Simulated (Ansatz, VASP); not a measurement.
## Sn2TeO3: VASP beside Ansatz

```
CELL_PARAMETERS angstrom
4.99845 0.00000 0.00000
0.00000 4.99845 0.00000
0.00000 0.00000 4.49425
ATOMIC_POSITIONS crystal
Sn 0.50000 0.00000 0.57892
Sn 0.00000 0.50000 0.57892
Te 0.50000 0.50000 0.36741
O 0.50000 0.00000 0.96545
O 0.00000 0.50000 0.96545
O 0.50000 0.50000 0.04963
```

Alike in both runs: task relaxation of cell and atoms; functional PBE; k mesh 4 × 4 × 4; occupations gaussian, width 0.1 eV; no spin polarisation.

|  | VASP | Ansatz |
| --- | --- | --- |
| version | VASP 6.6.1 | Ansatz 0.2.0 |
| potentials or method | VASP PAW PBE potentials, release 64 (Sn_d, Te, O), cutoff 600 eV | scalar-relativistic, plane waves, PAW |
| valence electrons in the cell | 52 | 62 |

|  | VASP | Ansatz | Ansatz less VASP |
| --- | --- | --- | --- |
| gap on the k mesh at the Fermi level, each at its own relaxed structure (eV) | none | none | - |
| relaxed volume (Å³/atom) | 19.18 | 28.18 | +8.998 |
| relaxed length of the cell vector where the two differ most in proportion (Å) | 4.503 | 6.442 | +1.9388 |

A gap of «none» marks a metal or a gap that the smearing closes. One of these differences is far larger than is usual between the two programs; its cause wasn't traced. VASP's potentials hold 52 valence electrons a cell and Ansatz's 62, so a difference there can come from the potentials and not from the codes.

Spin-orbit coupling is off throughout.
